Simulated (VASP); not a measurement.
# SnO2 (Pbcn) in VASP: a series of runs, part 2 of 2

VASP 6.6.1. The steps go on from the part before.

## 3. Electric field gradients, revPBE

Input file INCAR:

```
  ALGO = Normal
  EDIFF = 1E-8
  ENCUT = 520
  GGA = RE
  ISIF = 2
  ISMEAR = -1
  ISYM = 0
  LASPH = T
  LCHARG = F
  LEFG = T
  LREAL = F
  LWAVE = F
  NBANDS = 64
  NELM = 80
  PREC = Accurate
  SIGMA = 0.02
```

Input file KPOINTS:

```
k-points
0
Gamma
  5 4 5
```

Input file POSCAR:

```
SnO2
1.0
    4.7351461700      0.0000000000      0.0000000000
    0.0000000000      5.7509122300      0.0000000000
    0.0000000000      0.0000000000      5.2471142500
Sn O
4 8
Direct
    0.5000000000      0.6654477500      0.7500000000
    0.0000000000      0.8345522500      0.2500000000
    0.5000000000      0.3345522500      0.2500000000
    0.0000000000      0.1654477500      0.7500000000
    0.7303050400      0.6071234700      0.0786035800
    0.2303050400      0.8928765300      0.9213964200
    0.7696949600      0.8928765300      0.5786035800
    0.2696949600      0.6071234700      0.4213964200
    0.7303050400      0.3928765300      0.5786035800
    0.2303050400      0.1071234700      0.4213964200
    0.7696949600      0.1071234700      0.0786035800
    0.2696949600      0.3928765300      0.9213964200
```

Potentials or basis: VASP PAW PBE potentials, release 64 (Sn_d, O).

Run with:

```sh
cat potpaw_PBE.64/Sn_d/POTCAR potpaw_PBE.64/O/POTCAR > POTCAR
mpirun -np 1 vasp_std > vasp.out
```

OUTCAR:

```text
EDIFF = 1E-8
   ENCUT = 520
   GGA = RE
   ISIF = 2
   ISMEAR = -1
   ISYM = 0
   LASPH = T
   LREAL = F
   NELM = 80
   PREC = Accurate

 ion  position               nearest neighbor table
   1  0.500  0.665  0.750-   6 2.04   7 2.04   5 2.07   8 2.07   9 2.11  12 2.11   3 3.24   3 3.24
                             2 3.67   2 3.67   2 3.67   2 3.67   4 3.72   4 3.72   4 3.72   4 3.72
   2  0.000  0.835  0.250-   5 2.04   8 2.04   7 2.07   6 2.07  10 2.11  11 2.11   4 3.24   4 3.24
                             1 3.67   1 3.67   1 3.67   1 3.67   3 3.72   3 3.72   3 3.72   3 3.72
   3  0.500  0.335  0.250-  10 2.04  11 2.04   9 2.07  12 2.07   5 2.11   8 2.11   1 3.24   1 3.24
                             4 3.67   4 3.67   4 3.67   4 3.67   2 3.72   2 3.72   2 3.72   2 3.72
   4  0.000  0.165  0.750-   9 2.04  12 2.04  11 2.07  10 2.07   6 2.11   7 2.11   2 3.24   2 3.24
                             3 3.67   3 3.67   3 3.67   3 3.67   1 3.72   1 3.72   1 3.72   1 3.72
   5  0.730  0.607  0.079-   2 2.04   1 2.07   3 2.11
   6  0.230  0.893  0.921-   1 2.04   2 2.07   4 2.11
   7  0.770  0.893  0.579-   1 2.04   2 2.07   4 2.11
   8  0.270  0.607  0.421-   2 2.04   1 2.07   3 2.11
[... 1854 lines left out ...]
   4      21.629     6.499   -28.127       0.538
   5      75.481    31.149  -106.629       0.416
   6      75.481    31.149  -106.629       0.416
   7      75.481    31.149  -106.629       0.416
   8      75.481    31.149  -106.629       0.416
   9      75.481    31.149  -106.629       0.416
  10      75.481    31.149  -106.629       0.416
  11      75.481    31.149  -106.629       0.416
  12      75.481    31.149  -106.629       0.416
----------------------------------------------------------------------

           NMR quadrupolar parameters

 Cq : quadrupolar parameter    Cq=e*Q*V_zz/h
 eta: asymmetry parameters     (V_yy - V_xx)/ V_zz
 Q  : nuclear electric quadrupole moment in mb (millibarn)
----------------------------------------------------------------------
 ion       Cq(MHz)       eta       Q (mb)
----------------------------------------------------------------------
   1      -0.068       0.538       1.000
   2      -0.068       0.538       1.000
   3      -0.068       0.538       1.000
   4      -0.068       0.538       1.000
   5      -0.258       0.416       1.000
   6      -0.258       0.416       1.000
   7      -0.258       0.416       1.000
   8      -0.258       0.416       1.000
   9      -0.258       0.416       1.000
  10      -0.258       0.416       1.000
  11      -0.258       0.416       1.000
  12      -0.258       0.416       1.000
----------------------------------------------------------------------
```

stdout:

```text
POSCAR found type information on POSCAR SnO
 POSCAR found :  2 types and      12 ions
 scaLAPACK will be used
 -----------------------------------------------------------------------------
|                                                                             |
|                                                                             |
|     You enforced a specific xc type in the INCAR file but a different       |
|     I HOPE YOU KNOW WHAT YOU ARE DOING!                                     |
|                                                                             |
 -----------------------------------------------------------------------------

 LDA part: xc-table for (Slater+PW92), standard interpolation
 POSCAR, INCAR and KPOINTS ok, starting setup
 FFT: planning ... GRIDC
 FFT: planning ... GRID_SOFT
 FFT: planning ... GRID
 WAVECAR not read
 entering main loop
ion   1
     0.0000571     0.0000006     0.0000005    -0.1942443     0.0619839    -0.0924638
     0.0000787     0.0000006     0.0000005    -0.1942443     0.0619839    -0.0924638
     0.0001083     0.0000006     0.0000005    -0.1942442     0.0619839    -0.0924638
     0.0001492     0.0000006     0.0000005    -0.1942442     0.0619839    -0.0924638
[... 105 lines left out ...]
     0.0000293    59.5639287    20.3468748   -14.8935935    54.2365910     6.9042996
     0.0000403    59.5639185    20.3468713   -14.8935910    54.2365818     6.9042984
     0.0000555    59.5639012    20.3468655   -14.8935867    54.2365661     6.9042964
     0.0000765    59.563872
```

It took 15 min on 1 thread of Oxide Virtual Turin-like, shared host; peak memory 0.43 GiB.

What came out:

```yaml
Free_energy: -70.0053 eV
Pressure: 10.7 GPa
Largest_force: 0.122 eV/Å
Band_gap_on_the_k_mesh: 1.41 eV (least direct gap 1.43 eV)
Largest_electric_field_gradient_by_atom: Sn -28.1; O -106.6 V/Å²
```

Forces in eV/Å, atoms in the order of the input:
```
Sn   0.000  0.068  0.000
Sn   0.000 -0.068  0.000
Sn   0.000 -0.068  0.000
Sn   0.000  0.068  0.000
O    0.100 -0.067 -0.019
O    0.100  0.067  0.019
O   -0.100  0.067 -0.019
O   -0.100 -0.067  0.019
O    0.100  0.067 -0.019
O    0.100 -0.067  0.019
O   -0.100 -0.067 -0.019
O   -0.100  0.067  0.019
```

Electric field gradients, principal values (V/Å²):
```tsv
atom	least	middle	greatest (by size)
1 Sn	6.499	21.629	-28.127
2 Sn	6.499	21.629	-28.127
3 Sn	6.499	21.629	-28.127
4 Sn	6.499	21.629	-28.127
5 O	31.149	75.481	-106.629
6 O	31.149	75.481	-106.629
7 O	31.149	75.481	-106.629
8 O	31.149	75.481	-106.629
9 O	31.149	75.481	-106.629
10 O	31.149	75.481	-106.629
11 O	31.149	75.481	-106.629
12 O	31.149	75.481	-106.629
```

Caveat: the cell stands under pressure; without QUAD_EFG the Cq values of the log hold for a quadrupole moment of 1 mb, not for the nuclei; the PAW data sets were made with another functional, which shifts forces and pressure a little; spin-orbit coupling is left out, which moves the levels of the heavy elements; an odd mesh through Γ misses points on the zone boundary, where band edges can lie.
